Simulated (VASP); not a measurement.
Here is a VASP 6.6.1 calculation.

File INCAR:

```
SYSTEM = Ca
PREC = Accurate
ENCUT = 520
EDIFF = 1E-6
ISMEAR = 0
SIGMA = 0.15
LREAL = .FALSE.
LASPH = .TRUE.
NELM = 100
ALGO = Normal
ISIF = 2
LWAVE = .FALSE.
LCHARG = .TRUE.
GGA = PS
LELF = .TRUE.
LVHAR = .TRUE.
NBANDS = 11
```

Contents of KPOINTS:

```
Automatic mesh
0
G
  14 14 14
  0 0 0
```

The input POSCAR:

```
Ca
1.0
    0.0000000000      2.5706640000      2.9059680000
    2.5706640000      0.0000000000      2.9059680000
    2.5706640000      2.5706640000      0.0000000000
Ca
1
Direct
    0.0000000000      0.0000000000      0.0000000000
```

Potentials or basis: VASP PAW PBE potentials, release 64 (Ca_sv).

The run is started by

```bash
$ cat potpaw_PBE.64/Ca_sv/POTCAR > POTCAR
$ mpirun -np 1 vasp_std > vasp.out
```

What does it give for the pressure?

1.0 GPa.

Estimate the band gap on the k mesh.

zero (bands 5 and 6 overlap by 0.23 eV).

Stress tensor (GPa, compression positive):
```
 1.58  0.00  0.00
 0.00  1.58  0.00
 0.00  0.00 -0.08
```

Caveat: the cell differs from its parent crystal (strain -0.080 along x and y, +0.040 along z); the PAW data sets were made with another functional, which shifts forces and pressure a little.
